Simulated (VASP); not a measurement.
# KI (F-43m) in VASP: single point with PBE

Aim: the single point of KI with PBE.

Program: VASP 6.6.1. These are calculated values, not measurements. Logs are shortened: lines on timing, memory, paths and dates and some standing lists are left out, and cuts for length are marked.

**1. The cell of the first run**

Symmetry: F-43m, No. 216, cubic system. The conventional cell has a = 7.932 Å, b = 7.932 Å, c = 7.932 Å, α = 90.00°, β = 90.00°, γ = 90.00°. Within 4.5 Å of K (site symmetry -43m) lie 4 I at 3.43 Å. I (site symmetry -43m) has 4 K at 3.43 Å within 4.5 Å.

**2. Single point, PBE**

INCAR reads:

```
  PREC = Accurate
  ENCUT = 520
  EDIFF = 1E-7
  ISMEAR = -1
  SIGMA = 0.02
  LREAL = False
  LASPH = True
  NELM = 100
  ALGO = Fast
  ISIF = 2
  LWAVE = False
  LCHARG = True
  GGA = PE
  LELF = True
  LVHAR = True
  NBANDS = 15
```

KPOINTS reads:

```
Automatic mesh
0
Gamma
  6 6 6
```

POSCAR reads:

```
KI
1.0
    0.0000000000      3.9658942029      3.9658942029
    3.9658942029      0.0000000000      3.9658942029
    3.9658942029      3.9658942029      0.0000000000
K I
1 1
Direct
    0.0000000000      0.0000000000      0.0000000000
    0.2500000000      0.2500000000      0.2500000000
```

Potentials or basis: VASP PAW PBE potentials, release 64 (K_sv, I).

The run is started by

```sh
$ cat potpaw_PBE.64/K_sv/POTCAR potpaw_PBE.64/I/POTCAR > POTCAR
$ mpirun -np 1 vasp_std > vasp.out
```

OUTCAR:

```text
PREC = Accurate
   ENCUT = 520
   EDIFF = 1E-7
   ISMEAR = -1
   LREAL = False
   LASPH = True
   NELM = 100
   ISIF = 2
   GGA = PE

 ion  position               nearest neighbor table
   1  0.000  0.000  0.000-   2 3.43   2 3.43   2 3.43   2 3.43
   2  0.250  0.250  0.250-   1 3.43   1 3.43   1 3.43   1 3.43

  LATTYP: Found a face centered cubic cell.
 ALAT       =     7.9317884058

  Lattice vectors:

 A1 = (   0.0000000000,   3.9658942029,   3.9658942029)
 A2 = (   3.9658942029,   0.0000000000,   3.9658942029)
 A3 = (   3.9658942029,   3.9658942029,   0.0000000000)

Analysis of symmetry for initial positions (statically):
=====================================================================
 Subroutine PRICEL returns:
 Original cell was already a primitive cell.

 Routine SETGRP: Setting up the symmetry group for a
 face centered cubic supercell.

 Subroutine GETGRP returns: Found 24 space group operations
 (whereof 24 operations were pure point group operations)
 out of a pool of 48 trial point group operations.

The static configuration has the point symmetry T_d .

Analysis of symmetry for dynamics (positions and initial velocities):
=====================================================================
 Subroutine PRICEL returns:
 Original cell was already a primitive cell.

 Routine SETGRP: Setting up the symmetry group for a
 face centered cubic supercell.

 Subroutine GETGRP returns: Found 24 space group operations
 (whereof 24 operations were pure point group operations)
 out of a pool of 48 trial point group operations.

The dynamic configuration has the point symmetry T_d .

 Subroutine INISYM returns: Found 24 space group operations
 (whereof 24 operations are pure point group operations),
 and found     1 'primitive' translations

----------------------------------------------------------------------------------------

                                     Primitive cell

  volume of cell :     124.7537

  direct lattice vectors                    reciprocal lattice vectors
     0.000000000  3.965894203  3.965894203    -0.126074972  0.126074972  0.126074972
     3.965894203  0.000000000  3.965894203     0.126074972 -0.126074972  0.126074972
     3.965894203  3.965894203  0.000000000     0.126074972  0.126074972 -0.126074972

  length of vectors
     5.608621369  5.608621369  5.608621369     0.218368257  0.218368257  0.218368257

  position of ions in fractional coordinates (direct lattice)
     0.000000000  0.000000000  0.000000000
     0.250000000  0.250000000  0.250000000

  ion indices of the primitive-cell ions
   primitive index   ion index
                 1           1
                 2           2

----------------------------------------------------------------------------------------

 KPOINTS: Automatic mesh

Automatic generation of k-mesh.
 Grid dimensions read from file:
 generate k-points for:    6    6    6

 Generating k-lattice:

  Cartesian coordinates                     Fractional coordinates (reciprocal lattice)
    -0.021012495  0.021012495  0.021012495     0.166666667  0.000000000  0.000000000
     0.021012495 -0.021012495  0.021012495     0.000000000  0.166666667  0.000000000
     0.021012495  0.021012495 -0.021012495     0.000000000  0.000000000  0.166666667

  Length of vectors
     0.036394709  0.036394709  0.036394709

  Shift w.r.t. Gamma in fractional coordinates (k-lattice)
     0.000000000  0.000000000  0.000000000

 Subroutine IBZKPT returns following result:
 ===========================================

 Found     16 irreducible k-points:

 Following reciprocal coordinates:
            Coordinates               Weight
  0.000000  0.000000  0.000000      1.000000
  0.166667  0.000000  0.000000      8.000000
  0.333333  0.000000  0.000000      8.000000
  0.500000  0.000000  0.000000      4.000000
  0.166667  0.166667  0.000000      6.000000
  0.333333  0.166667  0.000000     24.000000
[... 8 lines left out ...]
 -0.333333  0.333333  0.166667     24.000000
 -0.333333  0.500000  0.166667     12.000000
   k-points           NKPTS =     16   k-points in BZ     NKDIM =     16   number of bands    NBANDS=     15
   number of dos      NEDOS =    301   number of ions     NIONS =      2
   total plane-waves  NPLWV =  74088
   dimension x,y,z NGX =    42 NGY =   42 NGZ =   42
   dimension x,y,z NGXF=    84 NGYF=   84 NGZF=   84
   ions per type =               1   1
   NGX,Y,Z   is equivalent  to a cutoff of  12.45, 12.45, 12.45 a.u.
   NGXF,Y,Z  is equivalent  to a cutoff of  24.90, 24.90, 24.90 a.u.
 SYSTEM =  unknown system
   PREC   = accura    normal or accurate (medium, high low for compatibility)
   ISTART =      0    job   : 0-new  1-cont  2-samecut
   ICHARG =      2    charge: 1-file 2-atom 10-const
   ISPIN  =      1    spin polarized calculation?
   LNONCOLLINEAR =      F non collinear calculations
   LSORBIT =      F    spin-orbit coupling
   LASPH  =      T    aspherical Exc in radial PAW
   ENCUT  =  520.0 eV  38.22 Ry    6.18 a.u.  10.43 10.43 10.43*2*pi/ulx,y,z
   NELM   =    100;   NELMIN=  2; NELMDL= -5     # of ELM steps
   EDIFF  = 0.1E-06   stopping-criterion for ELM
   LREAL  =      F    real-space projection
   EDIFFG = 0.1E-05   stopping-criterion for IOM
   NSW    =      0    number of steps for IOM
   IBRION =     -1    ionic relax: 0-MD 1-quasi-New 2-CG
   NFREE  =      0    steps in history (QN), initial steepest desc. (CG)
   ISIF   =      2    stress and relaxation
   ISYM   =      2    0-nonsym 1-usesym 2-fastsym
   POTIM  = 0.5000    time-step for ionic-motion
   TEBEG  =    0.0;   TEEND  =   0.0 temperature during run
   PSTRESS=    0.0 pullay stress
   NELECT =      16.0000    total number of electrons
   NUPDOWN=      -1.0000    fix difference up-down
   EMIN   =  10.00;   EMAX   =-10.00  energy-range for DOS
   EFERMI =   0.00;   METHOD = LEGACY
   ISMEAR =    -1;   SIGMA  =   0.02  broadening in eV -4-tet -1-fermi 0-gaus
   EFERMI_NEDOS =   21; number of points for ismear=-14 and -15
   IALGO  =     68    algorithm
   IMIX   =      4    mixing-type and parameters
     AMIX     =   0.40;   BMIX     =  1.00
     AMIX_MAG =   1.60;   BMIX_MAG =  1.00
  volume/ion in A,a.u.               =      62.38       420.94
  Fermi-wavevector in a.u.,A,eV,Ry     =   0.825589  1.560136  9.273685  0.681597
  Thomas-Fermi vector in A             =   1.937473
   LORBIT       =      0    0 simple, 1 ext, 2 COOP (PROOUT), +10 PAW based schemes
   GGA     = PE    functional components
   LHFCALC =     F    Hartree Fock is set to
   AEXX    =    0.0000 exact exchange contribution
   IVDW    =     0    specifies the selected vdW correction
   LEPSILON=     F    determine dielectric tensor
   LRPA    =     F    only Hartree local field effects (RPA)
 non-spin polarized calculation
 RMM-DIIS sequential band-by-band and
  energy-cutoff  :      520.00
  volume of cell :      124.75
 maximum number of plane-waves:      3386
 NGX is ok and might be reduce to    42
   NGX = 21   NGY = 21   NGZ = 21

 number of electron      16.0000003 magnetization

 Free energy of the ion-electron system (eV)
  ---------------------------------------------------
  ext. energy  EPLUGINS =         0.00000000
  ---------------------------------------------------
  free energy    TOTEN  =        -5.38604576 eV

  energy without entropy =       -5.38604576  energy(sigma->0) =       -5.38604576

 E-fermi :  -1.6257     XC(G=0):  -5.7317

 val. band max:       -2.1810733556   @ k =  -0.1667   0.1667   0.0000
 cond. band min:       1.7466339720   @ k =   0.0000   0.0000   0.0000
 fundamental gap:      3.9277073276
 Fermi energy:        -1.6256525875

 k-point     1 :       0.0000    0.0000    0.0000
  band No.  band energies     occupation
      1     -30.6486      2.00000
      2     -14.1432      2.00000
      3     -14.1432      2.00000
      4     -14.1432      2.00000
      5     -12.1981      2.00000
      6      -2.1842      2.00000
      7      -2.1842      2.00000
      8      -2.1842      2.00000
      9       1.7466      0.00000
     10       5.3589      0.00000
     11       5.3589      0.00000
     12       5.9778      0.00000
     13       5.9779      0.00000
     14       5.9779      0.00000
     15       6.9538      0.00000

 k-point     2 :       0.1667    0.0000    0.0000
  band No.  band energies     occupation
      1     -30.6485      2.00000
      2     -14.1579      2.00000
      3     -14.1440      2.00000
      4     -14.1440      2.00000
      5     -12.1732      2.00000
      6      -2.3227      2.00000
      7      -2.1857      2.00000
      8      -2.1857      2.00000
      9       2.1484      0.00000
     10       5.1305      0.00000
     11       5.1305      0.00000
     12       5.5991      0.00000
     13       6.2801      0.00000
     14       6.2802      0.00000
     15       6.4470      0.00000

 k-point     3 :       0.3333    0.0000    0.0000
  band No.  band energies     occupation
      1     -30.6483      2.00000
      2     -14.1862      2.00000
      3     -14.1455      2.00000
      4     -14.1455      2.00000
      5     -12.1245      2.00000
      6      -2.5497      2.00000
      7      -2.1892      2.00000
      8      -2.1892      2.00000
      9       2.9784      0.00000
     10       4.8142      0.00000
     11       4.9608      0.00000
     12       4.9608      0.00000
     13       6.2845      0.00000
     14       6.3451      0.00000
     15       6.3451      0.00000
[... 199 lines left out ...]
 k-point    15 :      -0.3333    0.3333    0.1667
  band No.  band energies     occupation
      1     -30.6481      2.00000
      2     -14.2061      2.00000
      3     -14.1526      2.00000
      4     -14.1488      2.00000
      5     -12.0769      2.00000
      6      -2.5276      2.00000
      7      -2.3899      2.00000
      8      -2.2261      2.00000
      9       3.5770      0.00000
     10       4.1912      0.00000
     11       4.8445      0.00000
     12       5.5269      0.00000
     13       6.0989      0.00000
     14       6.7673      0.00000
     15       6.9453      0.00000

 k-point    16 :      -0.3333    0.5000    0.1667
  band No.  band energies     occupation
      1     -30.6480      2.00000
      2     -14.2098      2.00000
      3     -14.1522      2.00000
      4     -14.1504      2.00000
      5     -12.0691      2.00000
      6      -2.5696      2.00000
      7      -2.3501      2.00000
      8      -2.2491      2.00000
      9       3.3254      0.00000
     10       4.2218      0.00000
     11       5.3527      0.00000
     12       5.5998      0.00000
     13       6.2207      0.00000
     14       6.6039      0.00000
     15       6.9055      0.00000

------------------------ aborting loop because EDIFF is reached ----------------------------------------

  FORCE on cell =-STRESS in cart. coord.  units (eV):
  Direction    XX          YY          ZZ          XY          YZ          ZX
  --------------------------------------------------------------------------------------
  -------------------------------------------------------------------------------------
  Total        0.1391483      0.1391483      0.1391483     -0.0000000     -0.0000000      0.0000000
  in kB        1.7870431      1.7870431      1.7870431     -0.0000000     -0.0000000      0.0000000
  external PRESSURE =       1.7870431 kB  Pullay stress =       0.0000000 kB

 VOLUME and BASIS-vectors are now :
 -----------------------------------------------------------------------------
  energy-cutoff  :      520.00
  volume of cell :      124.75
      direct lattice vectors                 reciprocal lattice vectors
     0.000000000  3.965894203  3.965894203    -0.126074972  0.126074972  0.126074972
     3.965894203  0.000000000  3.965894203     0.126074972 -0.126074972  0.126074972
     3.965894203  3.965894203  0.000000000     0.126074972  0.126074972 -0.126074972

 POSITION                                       TOTAL-FORCE (eV/Angst)
 -----------------------------------------------------------------------------------
      0.00000      0.00000      0.00000         0.000000     -0.000000      0.000000
      1.98295      1.98295      1.98295        -0.000000      0.000000     -0.000000
 -----------------------------------------------------------------------------------
    total drift:                               -0.000000     -0.000000     -0.000000

  FREE ENERGIE OF THE ION-ELECTRON SYSTEM (eV)
  ---------------------------------------------------
  free  energy   TOTEN  =        -5.3860457599 eV

  energy  without entropy=       -5.3860457599  energy(sigma->0) =       -5.38604576
```

It took 68 s on 1 thread of Intel Xeon Platinum 8488C (Sapphire Rapids), shared host; peak memory 0.26 GiB.

Results:

- Free energy: -5.3860 eV
- Pressure: 0.2 GPa
- Band gap on the k mesh: 3.93 eV

Caveat: spin-orbit coupling is left out, which moves the levels of the heavy elements. A k mesh can miss the band edges.
